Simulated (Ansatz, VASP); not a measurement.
ZrN in VASP and in Ansatz

File INCAR:

```
PREC     = Accurate       # precision mode
ENCUT    = 600            # plane-wave cutoff, eV
EDIFF    = 1E-6           # SCF threshold, eV
ISMEAR   = 0              # smearing method
SIGMA    = 0.05           # smearing width, eV
LREAL    = F              # projectors in reciprocal space
LASPH    = T              # aspherical terms in the spheres
NELM     = 120            # most SCF steps
ALGO     = Normal         # electronic algorithm
ISIF     = 2              # what is computed and relaxed
LWAVE    = F              # write WAVECAR
LCHARG   = F              # write CHGCAR
GGA      = PE             # functional
IVDW     = 12             # dispersion correction
NBANDS   = 16             # bands
GGA_COMPAT= F
```

The input KPOINTS:

```
regular mesh
0
Gamma
  8 8 8
```

The input POSCAR:

```
ZrN
1.0
    0.0000000000      2.2801458807      2.2801458807
    2.2801458807      0.0000000000      2.2801458807
    2.2801458807      2.2801458807      0.0000000000
Zr N
1 1
Direct
    0.5000000000      0.5000000000      0.5000000000
    0.0000000000      0.0000000000      0.0000000000
```

Input for Ansatz:

```yaml
crystal:
  lattice:
    - [0.0, 2.2801458807, 2.2801458807]
    - [2.2801458807, 0.0, 2.2801458807]
    - [2.2801458807, 2.2801458807, 0.0]
  atoms:
    - { symbol: Zr, position: [0.5, 0.5, 0.5] }
    - { symbol: "N", position: [0.0, 0.0, 0.0] }
basis:
  ecutwfc: 420
  ecutrho_ratio: 4
kpoints:
  mp_grid: { grid: [8, 8, 8] }
hamiltonian:
  xc: pbe
  dispersion: d3bj
scf:
  occupations: { method: gaussian, width: 0.05 }
output:
  forces: true
  stress: true
  eigenvalues: true
```

Alike in both runs: task single point; functional PBE; dispersion D3(BJ); k mesh 8 × 8 × 8; occupations gaussian, width 0.05 eV; no spin polarisation.

|  | VASP | Ansatz |
| --- | --- | --- |
| version | VASP 6.6.1 | Ansatz 0.2.0 |
| potentials or method | VASP PAW PBE potentials, release 64 (Zr_sv, N), cutoff 600 eV | scalar-relativistic, plane waves, PAW |
| valence electrons in the cell | 17 | 17 |

|  | VASP | Ansatz | Ansatz less VASP |
| --- | --- | --- | --- |
| gap on the k mesh at the Fermi level (eV) | none | none | - |
| pressure (GPa) | 0.2 | 0.0 | -0.17 |

A gap of «none» marks a metal or a gap that the smearing closes.
